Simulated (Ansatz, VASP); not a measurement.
CaO in VASP and in Ansatz

```xyz
4
Lattice="3.6310 0.0000 0.0000 -1.8155 3.6530 0.0000 0.0000 0.0000 5.0001" Properties=species:S:1:pos:R:3 pbc="T T T"
Ca    0.0000    2.4353    3.7501
Ca    1.8155    1.2177    1.2500
O     0.0000    2.4353    1.2500
O     1.8155    1.2177    3.7501
```

Change from the starting cell: strain +e along x and -e along y -0.0733, strain +e along z and -e/2 along x and y +0.0400.

Alike in both runs: task single point; functional PBE; k mesh 9 × 9 × 6; occupations gaussian, width 0.05 eV; no spin polarisation.

|  | VASP | Ansatz |
| --- | --- | --- |
| version | VASP 6.6.1 | Ansatz 0.2.0 |
| potentials or method | VASP PAW PBE potentials, release 64 (Ca_sv, O), cutoff 520 eV | scalar-relativistic, plane waves, PAW |
| valence electrons in the cell | 32 | 32 |

|  | VASP | Ansatz | Ansatz less VASP |
| --- | --- | --- | --- |
| gap on the k mesh at the Fermi level (eV) | 3.31 | 3.32 | +0.010 |
| least direct gap on the mesh (eV) | 3.31 | 3.32 | +0.010 |
| pressure (GPa) | 2.2 | 1.7 | -0.51 |
| traceless stress, the component that is largest in VASP (GPa) | 9.14 | 8.91 | -0.231 |
| rms of the force components (eV/Å) | 0.485 | 0.460 | -0.0258 |

Atom by atom the forces differ by 0.026 eV/Å (rms over components).
